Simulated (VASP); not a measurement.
Here is a VASP 6.6.1 calculation.

INCAR

```
PREC = Accurate
ENCUT = 520
EDIFF = 1E-6
ISMEAR = 0
SIGMA = 0.15
LREAL = False
LASPH = True
NELM = 100
ALGO = Fast
ISIF = 2
LWAVE = False
LCHARG = True
GGA = PS
LELF = True
LVHAR = True
NBANDS = 8
```

Contents of KPOINTS:

```
Automatic mesh
0
Gamma
  24 24 24
```

POSCAR

```
Al
1.0
   -1.0221629741      1.6443491322      1.6443491322
    1.6443491322     -1.0221629741      1.6443491322
    1.6443491322      1.6443491322     -1.0221629741
Al
1
Direct
    0.0000000000      0.0000000000      0.0000000000
```

Potentials or basis: VASP PAW PBE potentials, release 64 (Al).

Command:

```bash
$ cat potpaw_PBE.64/Al/POTCAR > POTCAR
$ mpirun -np 1 vasp_std > vasp.out
```

(1) What does it give for the pressure?

Answers

(1) 17.0 GPa.

Caveat: the PAW data sets were made with another functional, which shifts forces and pressure a little.
